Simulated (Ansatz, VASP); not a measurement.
# Cd in VASP and in Ansatz

File INCAR:

```
PREC = Accurate ; ENCUT = 520
EDIFF = 1E-6 ; ISMEAR = 0
SIGMA = 0.15 ; LREAL = F
LASPH = T ; NELM = 80
ALGO = Fast ; ISIF = 2
LWAVE = F ; LCHARG = F
GGA = PE ; NBANDS = 19
```

The input KPOINTS:

```
regular mesh
0
Gamma
  24 24 10
```

Contents of POSCAR:

```
Cd
1.0
    2.8857210979      0.0000000000      0.0000000000
   -1.4428605489      2.4991077790      0.0000000000
    0.0000000000      0.0000000000      5.9861804054
Cd
2
Direct
    0.3333333333      0.6666666667      0.2500000000
    0.6666666667      0.3333333333      0.7500000000
```

Input for Ansatz:

```yaml
crystal:
  lattice:
    - [2.8857210979, 0.0, 0.0]
    - [-1.4428605489, 2.499107779, 0.0]
    - [0.0, 0.0, 5.9861804054]
  atoms:
    - { symbol: Cd, position: [0.3333333333, 0.6666666667, 0.25] }
    - { symbol: Cd, position: [0.6666666667, 0.3333333333, 0.75] }
basis:
  ecutwfc: 420
kpoints:
  mp_grid: { grid: [24, 24, 10] }
hamiltonian:
  xc: pbe
scf:
  occupations: { method: gaussian, width: 0.15 }
output:
  forces: true
  stress: true
  eigenvalues: true
```

Alike in both runs: task single point; functional PBE; k mesh 24 × 24 × 10; occupations gaussian, width 0.15 eV; no spin polarisation.

|  | VASP | Ansatz |
| --- | --- | --- |
| version | VASP 6.6.1 | Ansatz 0.2.0 |
| potentials or method | VASP PAW PBE potentials, release 64 (Cd), cutoff 520 eV | scalar-relativistic, plane waves, PAW |
| valence electrons in the cell | 24 | 40 |

|  | VASP | Ansatz | Ansatz less VASP |
| --- | --- | --- | --- |
| gap on the k mesh at the Fermi level (eV) | none | none | - |
| pressure (GPa) | 5.7 | 5.2 | -0.44 |
| traceless stress, the component that is largest in VASP (GPa) | -4.33 | -4.07 | +0.266 |

A gap of «none» marks a metal or a gap that the smearing closes. VASP's potentials hold 24 valence electrons a cell and Ansatz's 40, so a difference there can come from the potentials and not from the codes.
